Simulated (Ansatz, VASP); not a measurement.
# BiW: VASP beside Ansatz

```
W Bi
1.0
     0.00000    2.44247    2.44247
     2.44247    0.00000    2.44247
     2.44247    2.44247    0.00000
W Bi
1 1
Direct
  0.00000 0.00000 0.00000
  0.50000 0.50000 0.50000
```

Change from the starting cell: volume scaled by 0.65, LAPW.

Alike in both runs: task single point; functional PBEsol; k mesh 11 × 11 × 11; occupations fermi-dirac, width 0.05 eV; no spin polarisation.

|  | VASP | Ansatz |
| --- | --- | --- |
| version | VASP 6.6.1 | Ansatz 0.2.0 |
| potentials or method | VASP PAW PBE potentials, release 64 (W_sv, Bi_d), cutoff 520 eV | all-electron LAPW, scalar-relativistic |

Ansatz gave:

- pressure (GPa): 144.7

Q: Which values does VASP return?

A: Pressure (GPa): 147.0.

VASP's potentials were made for PBE, not for PBEsol. Both programs put the cell under a high pressure, so it lies far from rest at this level. Ansatz ran all-electron here, and VASP with PAW potentials.

Spin-orbit coupling is off throughout. Noted on VASP's run: the cell as given lies far from equilibrium.
